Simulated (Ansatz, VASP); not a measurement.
## Si2Ni in VASP and in Ansatz

```
Si Ni
1.0
     0.00000    2.69078    2.69078
     2.69078    0.00000    2.69078
     2.69078    2.69078    0.00000
Si Ni
2 1
Direct
  0.25000 0.25000 0.25000
  0.75000 0.75000 0.75000
  0.00000 0.00000 0.00000
```

Alike in both runs: functional PBE; dispersion D3(BJ); k mesh 14 × 14 × 14; occupations gaussian, width 0.1 eV; no spin polarisation.

Ansatz relaxed the structure, and its values are those at the end. VASP's run is a single point on that final structure, the one shown.

```csv
,VASP,Ansatz
version,VASP 6.6.1,Ansatz 0.2.0
potentials or method,"VASP PAW PBE potentials, release 64 (Si, Ni), cutoff 520 eV","scalar-relativistic, plane waves, PAW"
valence electrons in the cell,18,26
```

Ansatz gave:

| Property | Result |
| --- | --- |
| gap on the k mesh at the Fermi level (eV) | none |
| pressure (GPa) | 0.0 |

Q: What did VASP give for the same quantities?

A: gap on the k mesh at the Fermi level (eV): none; pressure (GPa): -0.1.

A gap of «none» marks a metal or a gap that the smearing closes. VASP's potentials hold 18 valence electrons a cell and Ansatz's 26, so a difference there can come from the potentials and not from the codes.
